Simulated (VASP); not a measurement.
**Te2Mo: single point with LDA**

The system is Te2Mo, a slab with vacuum.

```
Te Mo
1.0
     3.27541    0.00000    0.00000
    -1.63771    2.83659    0.00000
     0.00000    0.00000   16.82310
Te Mo
2 1
Direct
  0.33333 0.66667 0.89786
  0.33333 0.66667 0.10214
  0.00000 0.00000 0.00000
```

This cell differs from its parent crystal: strain -0.080 along x and y, -0.040 along z.

```json
{"Program": "VASP 6.6.1", "Task": "single point", "Functional": "LDA", "Potentials or basis": "VASP PAW LDA potentials, release 64 (Te, Mo_sv)", "Cutoff": "520 eV", "k mesh": "12 × 12 × 2", "Occupations": "gaussian, width 0.05 eV", "Spin": "no spin polarisation", "Dipole correction": "no", "Further INCAR settings": "ALGO = Normal; EDIFF = 1e-06; NBANDS = 20"}
```

The largest force is 2.938 eV/Å and the band gap on the k mesh is 1.26 eV (least direct gap 1.64 eV).

Forces in eV/Å, atoms in the order of the input:
```
Te   0.000  0.000 -2.938
Te   0.000  0.000  2.938
Mo   0.000  0.000  0.000
```

Levels at points of the mesh, in eV from the valence-band top:
| k point | band 11 | band 12 | band 13 | band 14 | band 15 | band 16 |
| --- | --- | --- | --- | --- | --- | --- |
| (0.00, 0.00, 0.00) | -1.10 | -1.05 | -1.05 | 4.08 | 4.08 | 4.23 |
| (0.50, 0.00, 0.00) | -1.99 | -1.06 | 0.00 | 1.81 | 2.03 | 3.77 |
| (0.00, 0.00, 0.50) | -1.10 | -1.05 | -1.05 | 4.08 | 4.08 | 4.38 |
| (0.50, 0.00, 0.50) | -1.99 | -1.06 | 0.00 | 1.81 | 2.03 | 3.77 |

Run time: 3.7 min on 1 thread of Intel Xeon 8259CL (shared host), peak memory 0.28 GiB.

Caveat: the cell differs from its parent crystal (strain -0.080 along x and y, -0.040 along z); spin-orbit coupling is left out, which moves the levels of the heavy elements.
